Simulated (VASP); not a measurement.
Wanted: the native input for a VASP 6.6.1 run.

* Task: single point
* Functional: PBEsol
* Potentials or basis: VASP PAW PBE potentials, release 64 (Ga_d)
* Cutoff: 520 eV
* k mesh: 6 × 6 × 6
* Occupations: fermi-dirac, width 0.15 eV
* Spin: no spin polarisation
* Dipole correction: no
* Further INCAR settings: ALGO = Normal; EDIFF = 1e-06; NBANDS = 48

The structure of Ga lies in POSCAR:

```
Ga
1.0
   -3.0146558061      3.0146558061      3.0146558061
    3.0146558061     -3.0146558061      3.0146558061
    3.0146558061      3.0146558061     -3.0146558061
Ga
6
Direct
    0.2500000000      0.6250000000      0.3750000000
    0.3750000000      0.2500000000      0.6250000000
    0.7500000000      0.8750000000      0.1250000000
    0.1250000000      0.7500000000      0.8750000000
    0.6250000000      0.3750000000      0.2500000000
    0.8750000000      0.1250000000      0.7500000000
```

One way to write it, as run:

INCAR

```
PREC     = Accurate       # precision mode
ENCUT    = 520            # plane-wave cutoff, eV
EDIFF    = 1E-6           # SCF threshold, eV
ISMEAR   = -1             # smearing method
SIGMA    = 0.15           # smearing width, eV
LREAL    = False          # projectors in reciprocal space
LASPH    = True           # aspherical terms in the spheres
NELM     = 80             # most SCF steps
ALGO     = Normal         # electronic algorithm
ISIF     = 2              # what is computed and relaxed
LWAVE    = False          # write WAVECAR
LCHARG   = False          # write CHGCAR
GGA      = PS             # functional
NBANDS   = 48             # bands
```

KPOINTS

```
regular mesh
0
Gamma
  6 6 6
```

Potentials or basis: VASP PAW PBE potentials, release 64 (Ga_d).

The run is started by

```console
$ cat potpaw_PBE.64/Ga_d/POTCAR > POTCAR
$ mpirun -np 1 vasp_std > vasp.out
```

It gave:

```json
{"Pressure": "-1.5 GPa", "Band gap on the k mesh": "zero (bands 39 and 40 overlap by 3.72 eV)"}
```

Caveat: the PAW data sets were made with another functional, which shifts forces and pressure a little.

It took 44 s on 1 thread of Intel(R) Xeon(R) 6975P-C (Granite Rapids), on a shared host, peak memory 0.25 GiB.
